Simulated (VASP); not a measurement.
# BaNa (R-3m) in VASP: single point with PBE

Aim: the single point of BaNa with PBE.

All numbers are computed with VASP 6.6.1; they aren't measurements. Logs are shortened: lines on timing, memory, paths and dates and some standing lists are left out, and cuts for length are marked.

## Step 1: The cell of the first run

Symmetry: R-3m, No. 166, trigonal system. The conventional cell has a = 12.064 Å, b = 12.064 Å, c = 29.586 Å, α = 90.00°, β = 90.00°, γ = 120.00°. Within 4.8 Å of Na (site symmetry m) lie 6 Na at 3.65 to 3.78 Å and 6 Ba at 4.16 to 4.37 Å. Within 4.8 Å of Na (site symmetry 3m) lie 6 Na at 3.65 to 3.78 Å and 6 Ba at 4.16 to 4.37 Å. Na (site symmetry -3m) has 6 Na at 3.65 Å and 6 Ba at 4.35 Å within 4.8 Å. Na (site symmetry 2/m) has 6 Na at 3.65 Å and 6 Ba at 4.36 Å within 4.8 Å. Ba (site symmetry m) has 6 Na at 4.16 to 4.37 Å and 8 Ba at 4.50 to 4.61 Å within 5.5 Å. Ba (site symmetry m) has 6 Na at 4.16 to 4.37 Å and 8 Ba at 4.50 to 4.61 Å within 5.5 Å.

## Step 2: Single point, PBE

INCAR reads:

```
SYSTEM = BaNa
PREC     = Accurate       ! precision mode
ENCUT    = 520            ! plane-wave cutoff, eV
EDIFF    = 1E-6           ! SCF threshold, eV
ISMEAR   = 0              ! smearing method
SIGMA    = 0.1            ! smearing width, eV
LREAL    = Auto         
LASPH    = .True.         ! aspherical terms in the spheres
NELM     = 80             ! most SCF steps
ALGO     = Fast           ! electronic algorithm
ISIF     = 2              ! what is computed and relaxed
LWAVE    = .False.        ! write WAVECAR
LCHARG   = .False.        ! write CHGCAR
GGA      = PE             ! functional
NBANDS   = 120            ! bands
KPAR     = 4
```

KPOINTS reads:

```
regular mesh
0
Gamma
  3 3 3
  0 0 0
```

POSCAR reads:

```
BaNa
1.0
    6.0320242586      3.4825908295      9.8621547802
   -6.0320242586      3.4825908295      9.8621547802
    0.0000000000     -6.9651816589      9.8621547802
Na Ba
12 12
Direct
    0.2968034700      0.2968034600      0.6096331900
    0.3903668100      0.7031965300      0.7031965300
    0.2967792100      0.2967792100      0.2967792100
    0.7031965300      0.3903668100      0.7031965300
    0.6096331900      0.2968034600      0.2968034700
    0.7031965300      0.7031965300      0.3903668100
    0.2968034600      0.6096331900      0.2968034700
    0.7032207900      0.7032207900      0.7032207900
    0.5000000000      0.5000000000      0.5000000000
    0.5000000000      0.0000000000      0.5000000000
    0.5000000000      0.5000000000      0.0000000000
    0.0000000000      0.5000000000      0.5000000000
    0.6840949100      0.0659227700      0.0659227700
    0.9340772300      0.3159050900      0.9340772300
    0.0659579400      0.6840685100      0.6840685100
    0.3159314900      0.9340420600      0.3159314900
    0.0659227700      0.0659227700      0.6840949100
    0.3159050900      0.9340772300      0.9340772300
    0.6840685100      0.6840685100      0.0659579400
    0.9340420600      0.3159314900      0.3159314900
    0.0659227700      0.6840949100      0.0659227700
    0.9340772300      0.9340772300      0.3159050900
    0.6840685100      0.0659579400      0.6840685100
    0.3159314900      0.3159314900      0.9340420600
```

Potentials or basis: VASP PAW PBE potentials, release 64 (Na_pv, Ba_sv).

On the command line:

```
> cat potpaw_PBE.64/Na_pv/POTCAR potpaw_PBE.64/Ba_sv/POTCAR > POTCAR
> mpirun -np 4 vasp_std > vasp.out
```

OUTCAR:

```text
SYSTEM = BaNa
   PREC = Accurate
   ENCUT = 520
   EDIFF = 1E-6
   ISMEAR = 0
   LREAL = Auto
   LASPH = .True.
   NELM = 80
   ISIF = 2
   GGA = PE

 ion  position               nearest neighbor table
   1  0.297  0.297  0.610-
   2  0.390  0.703  0.703-
   3  0.297  0.297  0.297-
   4  0.703  0.390  0.703-
   5  0.610  0.297  0.297-
   6  0.703  0.703  0.390-
   7  0.297  0.610  0.297-
   8  0.703  0.703  0.703-
   9  0.500  0.500  0.500-
  10  0.500  0.000  0.500-
  11  0.500  0.500  0.000-
  12  0.000  0.500  0.500-
  13  0.684  0.066  0.066-  24 4.50  16 4.50  22 4.50  14 4.50  21 4.61  17 4.61  23 4.61  19 4.61

  14  0.934  0.316  0.934-  19 4.50  15 4.50  17 4.50  13 4.50  18 4.61  22 4.61  20 4.61  24 4.61

  15  0.066  0.684  0.684-  24 4.50  16 4.50  22 4.50  14 4.50  23 4.61  19 4.61  21 4.61  17 4.61

  16  0.316  0.934  0.316-  19 4.50  15 4.50  17 4.50  13 4.50  20 4.61  24 4.61  18 4.61  22 4.61

  17  0.066  0.066  0.684-  16 4.50  20 4.50  18 4.50  14 4.50  13 4.61  21 4.61  15 4.61  23 4.61

  18  0.316  0.934  0.934-  19 4.50  23 4.50  17 4.50  21 4.50  14 4.61  22 4.61  16 4.61  24 4.61

  19  0.684  0.684  0.066-  16 4.50  20 4.50  18 4.50  14 4.50  15 4.61  23 4.61  21 4.61  13 4.61

  20  0.934  0.316  0.316-  19 4.50  23 4.50  17 4.50  21 4.50  16 4.61  24 4.61  14 4.61  22 4.61

  21  0.066  0.684  0.066-  24 4.50  20 4.50  22 4.50  18 4.50  13 4.61  17 4.61  15 4.61  19 4.61

  22  0.934  0.934  0.316-  15 4.50  23 4.50  21 4.50  13 4.50  14 4.61  18 4.61  16 4.61  20 4.61

  23  0.684  0.066  0.684-  24 4.50  20 4.50  22 4.50  18 4.50  15 4.61  19 4.61  13 4.61  17 4.61

  24  0.316  0.316  0.934-  15 4.50  23 4.50  21 4.50  13 4.50  16 4.61  20 4.61  18 4.61  14 4.61

  LATTYP: Found a trigonal (rhomboedric) cell.
 ALAT       =    12.0737671193
 COS(alpha) =     0.5008046114

  Lattice vectors:

 A1 = (   6.0320242586,   3.4825908295,   9.8621547802)
 A2 = (  -6.0320242586,   3.4825908295,   9.8621547802)
 A3 = (   0.0000000000,  -6.9651816589,   9.8621547802)

Analysis of symmetry for initial positions (statically):
=====================================================================
 Subroutine PRICEL returns:
 Original cell was already a primitive cell.

 Routine SETGRP: Setting up the symmetry group for a
 trigonal (rhombohedral) supercell.

 Subroutine GETGRP returns: Found 12 space group operations
 (whereof 12 operations were pure point group operations)
 out of a pool of 12 trial point group operations.

The static configuration has the point symmetry D_3d.

Analysis of symmetry for dynamics (positions and initial velocities):
=====================================================================
 Subroutine PRICEL returns:
 Original cell was already a primitive cell.

 Routine SETGRP: Setting up the symmetry group for a
 trigonal (rhombohedral) supercell.

 Subroutine GETGRP returns: Found 12 space group operations
 (whereof 12 operations were pure point group operations)
 out of a pool of 12 trial point group operations.

The dynamic configuration has the point symmetry D_3d.

 Subroutine INISYM returns: Found 12 space group operations
 (whereof 12 operations are pure point group operations),
 and found     1 'primitive' translations

----------------------------------------------------------------------------------------

                                     Primitive cell

  volume of cell :    1243.0500

  direct lattice vectors                    reciprocal lattice vectors
     6.032024259  3.482590829  9.862154780     0.082890913  0.047857091  0.033799240
    -6.032024259  3.482590829  9.862154780    -0.082890913  0.047857091  0.033799240
     0.000000000 -6.965181659  9.862154780     0.000000000 -0.095714182  0.033799240

  length of vectors
    12.073767119 12.073767119 12.073767119     0.101506617  0.101506617  0.101506617

  position of ions in fractional coordinates (direct lattice)
     0.296803470  0.296803460  0.609633190
     0.390366810  0.703196530  0.703196530
     0.296779210  0.296779210  0.296779210
     0.703196530  0.390366810  0.703196530
     0.609633190  0.296803460  0.296803470
     0.703196530  0.703196530  0.390366810
[... 16 lines left out ...]
     0.684068510  0.065957940  0.684068510
     0.315931490  0.315931490  0.934042060

  ion indices of the primitive-cell ions
   primitive index   ion index
                 1           1
                 2           2
                 3           3
                 4           4
                 5           5
                 6           6
[... 16 lines left out ...]
                23          23
                24          24

----------------------------------------------------------------------------------------

 KPOINTS: regular mesh

Automatic generation of k-mesh.
 Grid dimensions read from file:
 generate k-points for:    3    3    3

 Generating k-lattice:

  Cartesian coordinates                     Fractional coordinates (reciprocal lattice)
     0.027630304  0.015952364  0.011266413     0.333333333  0.000000000  0.000000000
    -0.027630304  0.015952364  0.011266413     0.000000000  0.333333333  0.000000000
     0.000000000 -0.031904727  0.011266413    -0.000000000 -0.000000000  0.333333333

  Length of vectors
     0.033835539  0.033835539  0.033835539

  Shift w.r.t. Gamma in fractional coordinates (k-lattice)
     0.000000000  0.000000000  0.000000000

 Subroutine IBZKPT returns following result:
 ===========================================

 Found      6 irreducible k-points:

 Following reciprocal coordinates:
            Coordinates               Weight
  0.000000  0.000000  0.000000      1.000000
  0.333333 -0.000000 -0.000000      6.000000
  0.333333  0.333333 -0.000000      6.000000
 -0.333333  0.333333  0.000000      6.000000
  0.333333  0.333333  0.333333      2.000000
 -0.333333  0.333333  0.333333      6.000000
   k-points           NKPTS =      6   k-points in BZ     NKDIM =      6   number of bands    NBANDS=    120
   number of dos      NEDOS =    301   number of ions     NIONS =     24
   total plane-waves  NPLWV = 729000
   dimension x,y,z NGX =    90 NGY =   90 NGZ =   90
   dimension x,y,z NGXF=   180 NGYF=  180 NGZF=  180
   ions per type =              12  12
   NGX,Y,Z   is equivalent  to a cutoff of  12.39, 12.39, 12.39 a.u.
   NGXF,Y,Z  is equivalent  to a cutoff of  24.78, 24.78, 24.78 a.u.
 SYSTEM =  BaNa
   PREC   = accura    normal or accurate (medium, high low for compatibility)
   ISTART =      0    job   : 0-new  1-cont  2-samecut
   ICHARG =      2    charge: 1-file 2-atom 10-const
   ISPIN  =      1    spin polarized calculation?
   LNONCOLLINEAR =      F non collinear calculations
   LSORBIT =      F    spin-orbit coupling
   LASPH  =      T    aspherical Exc in radial PAW
   ENCUT  =  520.0 eV  38.22 Ry    6.18 a.u.  22.45 22.45 22.45*2*pi/ulx,y,z
   NELM   =     80;   NELMIN=  2; NELMDL= -5     # of ELM steps
   EDIFF  = 0.1E-05   stopping-criterion for ELM
   LREAL  =      T    real-space projection
   EDIFFG = 0.1E-04   stopping-criterion for IOM
   NSW    =      0    number of steps for IOM
   IBRION =     -1    ionic relax: 0-MD 1-quasi-New 2-CG
   NFREE  =      0    steps in history (QN), initial steepest desc. (CG)
   ISIF   =      2    stress and relaxation
   ISYM   =      2    0-nonsym 1-usesym 2-fastsym
   POTIM  = 0.5000    time-step for ionic-motion
   TEBEG  =    0.0;   TEEND  =   0.0 temperature during run
   PSTRESS=    0.0 pullay stress
   NELECT =     204.0000    total number of electrons
   NUPDOWN=      -1.0000    fix difference up-down
   EMIN   =  10.00;   EMAX   =-10.00  energy-range for DOS
   EFERMI =   0.00;   METHOD = LEGACY
   ISMEAR =     0;   SIGMA  =   0.10  broadening in eV -4-tet -1-fermi 0-gaus
   EFERMI_NEDOS =   21; number of points for ismear=-14 and -15
   IALGO  =     68    algorithm
   IMIX   =      4    mixing-type and parameters
     AMIX     =   0.40;   BMIX     =  1.00
     AMIX_MAG =   1.60;   BMIX_MAG =  1.00
  volume/ion in A,a.u.               =      51.79       349.52
  Fermi-wavevector in a.u.,A,eV,Ry     =   0.896304  1.693769 10.930389  0.803361
  Thomas-Fermi vector in A             =   2.018746
   LORBIT       =      0    0 simple, 1 ext, 2 COOP (PROOUT), +10 PAW based schemes
   GGA     = PE    functional components
   LHFCALC =     F    Hartree Fock is set to
   AEXX    =    0.0000 exact exchange contribution
   IVDW    =     0    specifies the selected vdW correction
   LEPSILON=     F    determine dielectric tensor
   LRPA    =     F    only Hartree local field effects (RPA)
 non-spin polarized calculation
 RMM-DIIS sequential band-by-band and
 Gauss-broadening in eV      SIGMA  =   0.10
  energy-cutoff  :      520.00
  volume of cell :     1243.05
 maximum number of plane-waves:     33487
 NGX is ok and might be reduce to    90
   NGX = 45   NGY = 45   NGZ = 45

 number of electron     203.9999994 magnetization

 Free energy of the ion-electron system (eV)
  ---------------------------------------------------
  ext. energy  EPLUGINS =         0.00000000
  ---------------------------------------------------
  free energy    TOTEN  =       -39.23387468 eV

  energy without entropy =      -39.11965778  energy(sigma->0) =      -39.17676623

 E-fermi :   1.0651     XC(G=0):  -6.9733

 val. band max:        1.0419269859   @ k =  -0.3333   0.3333   0.0000
 cond. band min:       1.1499612765   @ k =   0.0000   0.0000   0.0000
 fundamental gap:      0.1080342907
 Fermi energy:         1.0650624107

 k-point     1 :       0.0000    0.0000    0.0000
  band No.  band energies     occupation
      1     -28.0048      2.00000
      2     -27.9860      2.00000
      3     -27.9860      2.00000
      4     -27.9844      2.00000
      5     -27.9843      2.00000
      6     -27.9843      2.00000
[... 106 lines left out ...]
    113       1.8497      0.00000
    114       1.8784      0.00000
[... 583 lines left out ...]
    113       1.7474      0.00000
    114       1.7732      0.00000
 [bands above 114 left out]

------------------------ aborting loop because EDIFF is reached ----------------------------------------

  FORCE on cell =-STRESS in cart. coord.  units (eV):
  Direction    XX          YY          ZZ          XY          YZ          ZX
  --------------------------------------------------------------------------------------
  -------------------------------------------------------------------------------------
  Total       -1.5772106     -1.5772106     -1.6737931      0.0000000     -0.0000000     -0.0000000
  in kB       -2.0328797     -2.0328797     -2.1573657      0.0000000     -0.0000000     -0.0000000
  external PRESSURE =      -2.0743750 kB  Pullay stress =       0.0000000 kB

 VOLUME and BASIS-vectors are now :
 -----------------------------------------------------------------------------
  energy-cutoff  :      520.00
  volume of cell :     1243.05
      direct lattice vectors                 reciprocal lattice vectors
     6.032024259  3.482590829  9.862154780     0.082890913  0.047857091  0.033799240
    -6.032024259  3.482590829  9.862154780    -0.082890913  0.047857091  0.033799240
     0.000000000 -6.965181659  9.862154780     0.000000000 -0.095714182  0.033799240

 POSITION                                       TOTAL-FORCE (eV/Angst)
 -----------------------------------------------------------------------------------
      0.00000     -2.17892     11.86654         0.000000     -0.036685      0.013316
     -1.88700     -1.08946     17.71992        -0.031770     -0.018343     -0.013316
      0.00000      0.00000      8.78065         0.000000     -0.000000     -0.039683
      1.88700     -1.08946     17.71992         0.031770     -0.018343     -0.013316
      1.88700      1.08946     11.86654         0.031770      0.018343      0.013316
      0.00000      2.17892     17.71992         0.000000      0.036685     -0.013316
[... 16 lines left out ...]
      3.72846     -2.15263     14.14327        -0.010896      0.006291     -0.008963
      0.00000     -4.30525     15.44320         0.000000      0.012582      0.008963
 -----------------------------------------------------------------------------------
    total drift:                               -0.000015      0.000026      0.000073

  FREE ENERGIE OF THE ION-ELECTRON SYSTEM (eV)
  ---------------------------------------------------
  free  energy   TOTEN  =       -39.2338746802 eV

  energy  without entropy=      -39.1196577826  energy(sigma->0) =      -39.17676623
```

Run time: 21 min. Hardware: 4 MPI ranks of Intel Xeon Platinum 8259CL at 2.50GHz (Skylake/Cascade Lake), shared host; peak memory 1.8 GiB.

What came out:

- Free energy: -39.2339 eV
- Pressure: -0.2 GPa
- Largest force: 0.040 eV/Å

Forces on the atoms (eV/Å):
```
Na   0.000 -0.037  0.013
Na  -0.032 -0.018 -0.013
Na   0.000  0.000 -0.040
Na   0.032 -0.018 -0.013
Na   0.032  0.018  0.013
Na   0.000  0.037 -0.013
Na  -0.032  0.018  0.013
Na   0.000  0.000  0.040
Na   0.000  0.000  0.000
Na   0.000  0.000  0.000
Na   0.000  0.000  0.000
Na   0.000  0.000  0.000
Ba  -0.012 -0.007  0.010
Ba  -0.012  0.007 -0.010
Ba   0.011  0.006 -0.009
Ba   0.011 -0.006  0.009
Ba   0.000  0.013  0.010
Ba   0.012  0.007 -0.010
Ba   0.000 -0.013 -0.009
Ba  -0.011 -0.006  0.009
Ba   0.012 -0.007  0.010
Ba   0.000 -0.013 -0.010
Ba  -0.011  0.006 -0.009
Ba   0.000  0.013  0.009
```

Caveat: spin-orbit coupling is left out, which moves the levels of the heavy elements.
